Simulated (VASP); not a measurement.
## GaN: single point with PBEsol

GaN:

```
Ga N
1.0
     3.16108    0.00000    0.00000
    -1.58054    2.73758    0.00000
     0.00000    0.00000    5.15046
Ga N
2 2
Direct
  0.33333 0.66667 0.99923
  0.66667 0.33333 0.49923
  0.33333 0.66667 0.37577
  0.66667 0.33333 0.87577
```

```
Program                : VASP 6.6.1
Task                   : single point
Functional             : PBEsol
Potentials or basis    : VASP PAW PBE potentials, release 64 (Ga_d, N)
Cutoff                 : 520 eV
k mesh                 : 8 × 8 × 4
Occupations            : gaussian, width 0.01 eV
Spin                   : no spin polarisation
Dipole correction      : no
Further INCAR settings : ALGO = Normal; EDIFF = 1e-07; NBANDS = 26
```

```yaml
Pressure: 3.8 GPa
Band_gap_on_the_k_mesh: 2.03 eV
```

Levels at points of the mesh, in eV from the valence-band top:
```csv
k point,band 14,band 15,band 16,band 17,band 18,band 19,band 20,band 21,band 22,band 23
"(0.00, 0.00, 0.00)",-1.08,-1.08,-0.05,0.00,0.00,2.03,4.34,9.23,9.94,9.94
"(0.50, 0.00, 0.00)",-5.42,-4.37,-2.86,-2.32,-1.04,5.00,5.63,6.01,8.74,10.41
"(0.00, 0.00, 0.50)",-3.92,-0.55,-0.55,-0.55,-0.55,4.35,4.35,8.49,8.49,10.46
"(0.50, 0.00, 0.50)",-6.80,-2.02,-2.02,-1.97,-1.97,4.36,4.36,7.83,7.83,10.01
```

Wall time 33 s on 1 thread of Intel(R) Xeon(R) Platinum 8488C (Sapphire Rapids) (shared host), peak memory 0.17 GiB.

Caveat: the cell stands under pressure; the PAW data sets were made with another functional, which shifts forces and pressure a little.
